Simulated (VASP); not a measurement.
# CrSi2F5 (P4/mmm) in VASP: single point with r2SCAN

Aim: the single point of CrSi2F5 with r2SCAN.

All numbers are computed with VASP 6.6.1; they aren't measurements. Logs are shortened: lines on timing, memory, paths and dates and some standing lists are left out, and cuts for length are marked.

## Step 1: The cell of the first run

Symmetry: P4/mmm, No. 123, tetragonal system. Conventional cell: a = 5.234 Å, b = 5.234 Å, c = 3.246 Å, α = 90.00°, β = 90.00°, γ = 90.00°. Within 3.3 Å of Si (site symmetry mmm) lie 10 F at 2.47 to 2.62 Å and 4 Cr at 3.08 Å and 2 Si at 3.25 Å. Cr (site symmetry 4/mmm) has 6 F at 1.62 Å within 2.2 Å. F (site symmetry 4/mmm) has 2 Cr at 1.62 Å within 2.2 Å. F (site symmetry m2m) has 1 Cr at 1.62 Å within 2.2 Å.

## Step 2: Single point, r2SCAN

The input, POSCAR:

```
CrSi2F5
1.0
    5.2344739800      0.0000000000      0.0000000000
    0.0000000000      5.2344739800      0.0000000000
    0.0000000000      0.0000000000      3.2459881100
Si Cr F
2 1 5
Direct
    0.0000000000      0.5000000000      0.5000000000
    0.5000000000      0.0000000000      0.5000000000
    0.0000000000      0.0000000000      0.0000000000
    0.0000000000      0.0000000000      0.5000000000
    0.2190000000      0.2190000000      0.0000000000
    0.7810000000      0.2190000000      0.0000000000
    0.7810000000      0.7810000000      0.0000000000
    0.2190000000      0.7810000000      0.0000000000
```

The input, INCAR.step1:

```
SYSTEM = CrSi2F5
PREC     = Accurate       ! precision mode
ENCUT    = 520            ! plane-wave cutoff, eV
ISMEAR   = -5             ! smearing method
SIGMA    = 0.1            ! smearing width, eV
LREAL    = .False.        ! projectors in reciprocal space
LASPH    = .True.         ! aspherical terms in the spheres
NELM     = 100            ! most SCF steps
LMAXMIX  = 4              ! l up to which the mixer works
NBANDS   = 38             ! bands
GGA      = PE             ! functional
ALGO     = Normal         ! electronic algorithm
EDIFF    = 1E-4           ! SCF threshold, eV
LWAVE    = .True.         ! write WAVECAR
LCHARG   = .False.        ! write CHGCAR
```

The input, INCAR.step2:

```
SYSTEM = CrSi2F5
PREC     = Accurate       ! precision mode
ENCUT    = 520            ! plane-wave cutoff, eV
EDIFF    = 1E-7           ! SCF threshold, eV
ISMEAR   = -1             ! smearing method
SIGMA    = 0.1            ! smearing width, eV
LREAL    = .False.        ! projectors in reciprocal space
LASPH    = .True.         ! aspherical terms in the spheres
NELM     = 100            ! most SCF steps
ALGO     = Normal         ! electronic algorithm
ISIF     = 2              ! what is computed and relaxed
LWAVE    = .False.        ! write WAVECAR
LCHARG   = .False.        ! write CHGCAR
LMAXMIX  = 4              ! l up to which the mixer works
METAGGA  = R2SCAN         ! meta-GGA
LMIXTAU  = .True.       
LORBIT   = 10             ! projections on sites
NBANDS   = 38             ! bands
ISTART   = 1
```

The input, KPOINTS:

```
Automatic mesh
0
Gamma
  7 7 10
  0 0 0
```

Potentials or basis: VASP PAW PBE potentials, release 64 (Si, Cr_pv, F).

Started as:

```sh
> cat potpaw_PBE.64/Si/POTCAR potpaw_PBE.64/Cr_pv/POTCAR potpaw_PBE.64/F/POTCAR > POTCAR
> cp INCAR.step1 INCAR
> mpirun -np 1 vasp_std > vasp.out
> cp INCAR.step2 INCAR
> mpirun -np 1 vasp_std > vasp.out
```

OUTCAR:

```text
SYSTEM = CrSi2F5
   PREC = Accurate
   ENCUT = 520
   EDIFF = 1E-7
   ISMEAR = -1
   LREAL = .False.
   LASPH = .True.
   NELM = 100
   ISIF = 2
   METAGGA = R2SCAN
   LORBIT = 10
   ISTART = 1

 ion  position               nearest neighbor table
   1  0.000  0.500  0.500-   5 2.47   6 2.47   7 2.47   8 2.47   5 2.47   6 2.47   7 2.47   8 2.47
                             3 3.08   3 3.08   3 3.08   3 3.08
   2  0.500  0.000  0.500-   5 2.47   6 2.47   7 2.47   8 2.47   5 2.47   6 2.47   7 2.47   8 2.47
                             3 3.08   3 3.08   3 3.08   3 3.08
   3  0.000  0.000  0.000-   5 1.62   6 1.62   7 1.62   8 1.62   4 1.62   4 1.62   1 3.08   1 3.08
                             2 3.08   2 3.08   1 3.08   1 3.08   2 3.08   2 3.08
   4  0.000  0.000  0.500-   3 1.62   3 1.62
   5  0.219  0.219  0.000-   3 1.62   2 2.47   1 2.47   1 2.47   2 2.47
   6  0.781  0.219  0.000-   3 1.62   2 2.47   1 2.47   1 2.47   2 2.47
   7  0.781  0.781  0.000-   3 1.62   2 2.47   1 2.47   1 2.47   2 2.47
   8  0.219  0.781  0.000-   3 1.62   2 2.47   1 2.47   1 2.47   2 2.47

  LATTYP: Found a simple tetragonal cell.
 ALAT       =     5.2344739800
 C/A-ratio  =     0.6201173456

  Lattice vectors:

 A1 = (   5.2344739800,   0.0000000000,   0.0000000000)
 A2 = (   0.0000000000,   5.2344739800,   0.0000000000)
 A3 = (   0.0000000000,   0.0000000000,   3.2459881100)

Analysis of symmetry for initial positions (statically):
=====================================================================
 Subroutine PRICEL returns:
 Original cell was already a primitive cell.

 Routine SETGRP: Setting up the symmetry group for a
 simple tetragonal supercell.

 Subroutine GETGRP returns: Found 16 space group operations
 (whereof 16 operations were pure point group operations)
 out of a pool of 16 trial point group operations.

The static configuration has the point symmetry D_4h.

Analysis of symmetry for dynamics (positions and initial velocities):
=====================================================================
 Subroutine PRICEL returns:
 Original cell was already a primitive cell.

 Routine SETGRP: Setting up the symmetry group for a
 simple tetragonal supercell.

 Subroutine GETGRP returns: Found 16 space group operations
 (whereof 16 operations were pure point group operations)
 out of a pool of 16 trial point group operations.

The dynamic configuration has the point symmetry D_4h.

 Subroutine INISYM returns: Found 16 space group operations
 (whereof 16 operations are pure point group operations),
 and found     1 'primitive' translations

----------------------------------------------------------------------------------------

                                     Primitive cell

  volume of cell :      88.9392

  direct lattice vectors                    reciprocal lattice vectors
     5.234473980  0.000000000  0.000000000     0.191041164  0.000000000  0.000000000
     0.000000000  5.234473980  0.000000000     0.000000000  0.191041164  0.000000000
     0.000000000  0.000000000  3.245988110     0.000000000  0.000000000  0.308072601

  length of vectors
     5.234473980  5.234473980  3.245988110     0.191041164  0.191041164  0.308072601

  position of ions in fractional coordinates (direct lattice)
     0.000000000  0.500000000  0.500000000
     0.500000000  0.000000000  0.500000000
     0.000000000  0.000000000  0.000000000
     0.000000000  0.000000000  0.500000000
     0.219000000  0.219000000  0.000000000
     0.781000000  0.219000000  0.000000000
     0.781000000  0.781000000  0.000000000
     0.219000000  0.781000000  0.000000000

  ion indices of the primitive-cell ions
   primitive index   ion index
                 1           1
                 2           2
                 3           3
                 4           4
                 5           5
                 6           6
                 7           7
                 8           8

----------------------------------------------------------------------------------------

 KPOINTS: Automatic mesh

Automatic generation of k-mesh.
 Grid dimensions read from file:
 generate k-points for:    7    7   10

 Generating k-lattice:

  Cartesian coordinates                     Fractional coordinates (reciprocal lattice)
     0.027291595  0.000000000  0.000000000     0.142857143  0.000000000  0.000000000
     0.000000000  0.027291595  0.000000000     0.000000000  0.142857143  0.000000000
     0.000000000  0.000000000  0.030807260     0.000000000  0.000000000  0.100000000

  Length of vectors
     0.027291595  0.027291595  0.030807260

  Shift w.r.t. Gamma in fractional coordinates (k-lattice)
     0.000000000  0.000000000  0.000000000

 Subroutine IBZKPT returns following result:
 ===========================================

 Found     60 irreducible k-points:

 Following reciprocal coordinates:
            Coordinates               Weight
  0.000000  0.000000  0.000000      1.000000
  0.142857  0.000000  0.000000      4.000000
  0.285714  0.000000  0.000000      4.000000
  0.428571  0.000000  0.000000      4.000000
  0.142857  0.142857  0.000000      4.000000
  0.285714  0.142857  0.000000      8.000000
[... 16 lines left out ...]
  0.285714  0.000000  0.200000      8.000000
  0.428571  0.000000  0.200000      8.000000
 [... further k-points ...]
   k-points           NKPTS =     60   k-points in BZ     NKDIM =     60   number of bands    NBANDS=     38
   number of dos      NEDOS =    301   number of ions     NIONS =      8
   total plane-waves  NPLWV =  38400
   dimension x,y,z NGX =    40 NGY =   40 NGZ =   24
   dimension x,y,z NGXF=    80 NGYF=   80 NGZF=   48
   ions per type =               2   1   5
   NGX,Y,Z   is equivalent  to a cutoff of  12.70, 12.70, 12.29 a.u.
   NGXF,Y,Z  is equivalent  to a cutoff of  25.41, 25.41, 24.58 a.u.
 SYSTEM =  CrSi2F5
   PREC   = accura    normal or accurate (medium, high low for compatibility)
   ISTART =      1    job   : 0-new  1-cont  2-samecut
   ICHARG =      0    charge: 1-file 2-atom 10-const
   ISPIN  =      1    spin polarized calculation?
   LNONCOLLINEAR =      F non collinear calculations
   LSORBIT =      F    spin-orbit coupling
   LASPH  =      T    aspherical Exc in radial PAW
   ENCUT  =  520.0 eV  38.22 Ry    6.18 a.u.   9.73  9.73  6.04*2*pi/ulx,y,z
   NELM   =    100;   NELMIN=  2; NELMDL=  0     # of ELM steps
   EDIFF  = 0.1E-06   stopping-criterion for ELM
   LREAL  =      F    real-space projection
   EDIFFG = 0.1E-05   stopping-criterion for IOM
   NSW    =      0    number of steps for IOM
   IBRION =     -1    ionic relax: 0-MD 1-quasi-New 2-CG
   NFREE  =      0    steps in history (QN), initial steepest desc. (CG)
   ISIF   =      2    stress and relaxation
   ISYM   =      2    0-nonsym 1-usesym 2-fastsym
   POTIM  = 0.5000    time-step for ionic-motion
   TEBEG  =    0.0;   TEEND  =   0.0 temperature during run
   PSTRESS=    0.0 pullay stress
   NELECT =      55.0000    total number of electrons
   NUPDOWN=      -1.0000    fix difference up-down
   EMIN   =  10.00;   EMAX   =-10.00  energy-range for DOS
   EFERMI =   0.00;   METHOD = LEGACY
   ISMEAR =    -1;   SIGMA  =   0.10  broadening in eV -4-tet -1-fermi 0-gaus
   EFERMI_NEDOS =   21; number of points for ismear=-14 and -15
   IALGO  =     38    algorithm
   IMIX   =      4    mixing-type and parameters
     AMIX     =   0.40;   BMIX     =  1.00
     AMIX_MAG =   1.60;   BMIX_MAG =  1.00
  volume/ion in A,a.u.               =      11.12        75.02
  Fermi-wavevector in a.u.,A,eV,Ry     =   1.394755  2.635706 26.467994  1.945343
  Thomas-Fermi vector in A             =   2.518274
   LORBIT       =     10    0 simple, 1 ext, 2 COOP (PROOUT), +10 PAW based schemes
   METAGGA = R2SCAN    functional components
   LHFCALC =     F    Hartree Fock is set to
   AEXX    =    0.0000 exact exchange contribution
   IVDW    =     0    specifies the selected vdW correction
   LEPSILON=     F    determine dielectric tensor
   LRPA    =     F    only Hartree local field effects (RPA)
 non-spin polarized calculation
  energy-cutoff  :      520.00
  volume of cell :       88.94
 maximum number of plane-waves:      2417
 NGX is ok and might be reduce to    40

 number of electron      54.9999985 magnetization

 Free energy of the ion-electron system (eV)
  ---------------------------------------------------
  ext. energy  EPLUGINS =         0.00000000
  ---------------------------------------------------
  free energy    TOTEN  =       -49.02913613 eV

  energy without entropy =      -48.85236543  energy(sigma->0) =      -48.94075078

 E-fermi :   7.2748     XC(G=0): -11.2158

 val. band max:        7.2674283828   @ k =   0.4286   0.1429   0.5000
 cond. band min:       7.2756577748   @ k =   0.0000   0.0000   0.4000
 fundamental gap:      0.0082293921
 Fermi energy:         7.2748126587

 k-point     1 :       0.0000    0.0000    0.0000
  band No.  band energies     occupation
      1     -39.4379      2.00000
      2     -39.4379      2.00000
      3     -39.1181      2.00000
      4     -24.0901      2.00000
      5     -21.9796      2.00000
      6     -21.4032      2.00000
[... 30 lines left out ...]
     37      11.6537      0.00000
     38      12.5016      0.00000

 k-point     2 :       0.1429    0.0000    0.0000
  band No.  band energies     occupation
      1     -39.4380      2.00000
      2     -39.4379      2.00000
      3     -39.1181      2.00000
      4     -24.0888      2.00000
      5     -21.9661      2.00000
      6     -21.4142      2.00000
[... 30 lines left out ...]
     37      11.8739      0.00000
     38      12.5135      0.00000

 k-point     3 :       0.2857    0.0000    0.0000
  band No.  band energies     occupation
      1     -39.4381      2.00000
      2     -39.4379      2.00000
      3     -39.1181      2.00000
      4     -24.0863      2.00000
      5     -21.9346      2.00000
      6     -21.4372      2.00000
[... 30 lines left out ...]
     37      12.5044      0.00000
[... 781 lines left out ...]
 k-point    23 :       0.2857    0.0000    0.2000
  band No.  band energies     occupation
      1     -39.4338      2.00000
      2     -39.4336      2.00000
      3     -39.2469      2.00000
      4     -23.5361      2.00000
      5     -21.9126      2.00000
      6     -21.4170      2.00000
[... 30 lines left out ...]
     37      12.4729      0.00000
     38      13.3436      0.00000

 k-point    24 :       0.4286    0.0000    0.2000
  band No.  band energies     occupation
      1     -39.4339      2.00000
      2     -39.4335      2.00000
      3     -39.2469      2.00000
      4     -23.5338      2.00000
      5     -21.8872      2.00000
      6     -21.4341      2.00000
[... 30 lines left out ...]
     37      12.4390      0.00000
     38      14.1039      0.00000

 [... further k-points ...]

------------------------ aborting loop because EDIFF is reached ----------------------------------------

  FORCE on cell =-STRESS in cart. coord.  units (eV):
  Direction    XX          YY          ZZ          XY          YZ          ZX
  --------------------------------------------------------------------------------------
  -------------------------------------------------------------------------------------
  Total       43.0863849     43.0863849     43.1788784      0.0000000      0.0000000      0.0000000
  in kB      776.1713778    776.1713778    777.8375855      0.0000000      0.0000000      0.0000000
  external PRESSURE =     776.7267804 kB  Pullay stress =       0.0000000 kB

 VOLUME and BASIS-vectors are now :
 -----------------------------------------------------------------------------
  energy-cutoff  :      520.00
  volume of cell :       88.94
      direct lattice vectors                 reciprocal lattice vectors
     5.234473980  0.000000000  0.000000000     0.191041164  0.000000000  0.000000000
     0.000000000  5.234473980  0.000000000     0.000000000  0.191041164  0.000000000
     0.000000000  0.000000000  3.245988110     0.000000000  0.000000000  0.308072601

 POSITION                                       TOTAL-FORCE (eV/Angst)
 -----------------------------------------------------------------------------------
      0.00000      2.61724      1.62299         0.000000     -0.000000      0.000000
      2.61724      0.00000      1.62299         0.000000     -0.000000      0.000000
      0.00000      0.00000      0.00000         0.000000     -0.000000      0.000000
      0.00000      0.00000      1.62299         0.000000     -0.000000      0.000000
      1.14635      1.14635      0.00000         6.837284      6.837284      0.000000
      4.08812      1.14635      0.00000        -6.837284      6.837284      0.000000
      4.08812      4.08812      0.00000        -6.837284     -6.837284     -0.000000
      1.14635      4.08812      0.00000         6.837284     -6.837284     -0.000000
 -----------------------------------------------------------------------------------
    total drift:                                0.000000     -0.000000      0.000000

  FREE ENERGIE OF THE ION-ELECTRON SYSTEM (eV)
  ---------------------------------------------------
  free  energy   TOTEN  =       -49.0291361341 eV

  energy  without entropy=      -48.8523654335  energy(sigma->0) =      -48.94075078

 total charge

# of ion       s       p       d       tot
------------------------------------------
    1        1.055   0.465   0.000   1.519
    2        1.055   0.465   0.000   1.519
    3        0.582   6.944   5.218  12.744
    4        1.773   4.542   0.000   6.315
    5        1.775   4.420   0.000   6.195
    6        1.775   4.420   0.000   6.195
    7        1.775   4.420   0.000   6.195
    8        1.775   4.420   0.000   6.195
--------------------------------------------------
tot         11.564  30.094   5.218  46.876
```

Run time: 15 min. Hardware: 1 thread of AMD EPYC 7R43 (Zen 3), shared host; peak memory 0.27 GiB.

What came out:

| Quantity | Value |
| --- | --- |
| Free energy | -49.0291 eV |
| Pressure | 77.7 GPa |
| Largest force | 9.669 eV/Å |
| Valence electrons inside the program's atomic spheres | Si 1.52; Cr 12.74; F 6.32, 6.20 |

Forces on the atoms (eV/Å):
```
Si   0.000  0.000  0.000
Si   0.000  0.000  0.000
Cr   0.000  0.000  0.000
F    0.000  0.000  0.000
F    6.837  6.837  0.000
F   -6.837  6.837  0.000
F   -6.837 -6.837  0.000
F    6.837 -6.837  0.000
```

Stress tensor (GPa, compression positive):
```
77.62  0.00  0.00
 0.00 77.62  0.00
 0.00  0.00 77.78
```

Caveat: the PAW data sets were made with another functional, which shifts forces and pressure a little; an odd number of electrons without spin polarisation forces a metal; a magnetic or distorted state may lie lower; the run has no spin polarisation, though such a crystal can be magnetic; semilocal functionals often make such compounds metallic where correlation or magnetic order opens a gap, which also shifts bond lengths. With open d or f shells a metallic result of r2SCAN can be an artefact of self-interaction; +U or a hybrid may open a gap.
